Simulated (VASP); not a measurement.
SnSe: electric field gradients with PBEsol

SnSe:

```
Sn Se
1.0
     0.00000    3.06903    3.06903
     3.06903    0.00000    3.06903
     3.06903    3.06903    0.00000
Sn Se
1 1
Direct
  0.00000 0.00000 0.00000
  0.50000 0.50000 0.50000
```

This cell differs from its parent crystal: volume scaled by 1.06.

- Program: VASP 6.6.1
- Task: electric field gradients
- Functional: PBEsol
- Potentials or basis: VASP PAW PBE potentials, release 64 (Sn_d, Se)
- Cutoff: 520 eV
- k mesh: 7 × 7 × 7
- Occupations: fermi-dirac, width 0.01 eV
- Spin: no spin polarisation
- Dipole correction: no
- Further INCAR settings: ALGO = Normal; EDIFF = 1e-08; NBANDS = 17

| Property | Result |
| --- | --- |
| Pressure | -4.3 GPa |

Levels at points of the mesh, in eV from the Fermi level:
```csv
k point,band 6,band 7,band 8,band 9,band 10,band 11,band 12,band 13,band 14,band 15
"(0.00, 0.00, 0.00)",-13.54,-5.33,-2.06,-2.06,-2.06,4.02,4.02,4.02,5.82,5.82
```

Run time: 35 s on 1 thread of Intel Xeon 8259CL, with other jobs on the host, peak memory 0.18 GiB.

Caveat: this odd mesh misses L, where the gap lies, so gap, dielectric constants and Born charges aren't listed; without QUAD_EFG the Cq values of the log hold for a quadrupole moment of 1 mb, not for the nuclei; the PAW data sets were made with another functional, which shifts forces and pressure a little; spin-orbit coupling is left out, which moves the levels of the heavy elements.
